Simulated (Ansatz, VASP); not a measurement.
C in VASP and in Ansatz

File POSCAR:

```
C
1.0
    0.0000000000      1.6340586673      2.1242762675
    1.6340586673      0.0000000000      2.1242762675
    1.6340586673      1.6340586673      0.0000000000
C
2
Direct
    0.5000000000      0.5000000000      0.5000000000
    0.7500000000      0.7500000000      0.7500000000
```

INCAR.step1

```
PREC = Accurate
ENCUT = 520
ISMEAR = 0
SIGMA = 0.05
LREAL = F
LASPH = T
NELM = 60
NBANDS = 11
GGA = PE
ALGO = Normal
EDIFF = 1E-4
LWAVE = T
LCHARG = F
```

Contents of INCAR.step2:

```
PREC = Accurate
ENCUT = 520
EDIFF = 1E-7
ISMEAR = 0
SIGMA = 0.05
LREAL = F
LASPH = T
NELM = 60
ALGO = Normal
ISIF = 2
LWAVE = F
LCHARG = F
METAGGA = R2SCAN
LMIXTAU = T
NBANDS = 11
ISTART = 1
```

KPOINTS

```
regular mesh
0
Gamma
  12 12 12
```

Input for Ansatz:

```yaml
crystal:
  lattice:
    - [0.0, 1.6340586673, 2.1242762675]
    - [1.6340586673, 0.0, 2.1242762675]
    - [1.6340586673, 1.6340586673, 0.0]
  atoms:
    - { symbol: C, position: [0.5, 0.5, 0.5] }
    - { symbol: C, position: [0.75, 0.75, 0.75] }
basis:
  ecutwfc: 500
kpoints:
  mp_grid: { grid: [12, 12, 12] }
hamiltonian:
  xc: r2scan
scf:
  occupations: { method: gaussian, width: 0.05 }
output:
  forces: true
  stress: true
  eigenvalues: true
```

Alike in both runs: task single point; functional r2SCAN; k mesh 12 × 12 × 12; occupations gaussian, width 0.05 eV; no spin polarisation.

|  | VASP | Ansatz |
| --- | --- | --- |
| version | VASP 6.6.1 | Ansatz 0.2.0 |
| potentials or method | VASP PAW PBE potentials, release 64 (C), cutoff 520 eV | scalar-relativistic, plane waves, PAW |
| valence electrons in the cell | 8 | 8 |

```csv
,VASP,Ansatz,Ansatz less VASP
gap on the k mesh at the Fermi level (eV),0.91,0.93,+0.023
least direct gap on the mesh (eV),2.94,2.97,+0.030
pressure (GPa),3.1,2.1,-0.96
"traceless stress, the component that is largest in VASP (GPa)",-212.44,-212.85,-0.405
```

VASP's potentials were made for PBE, not for r2SCAN. The functional is the same, so the differences come from potentials, cutoffs and numerics.
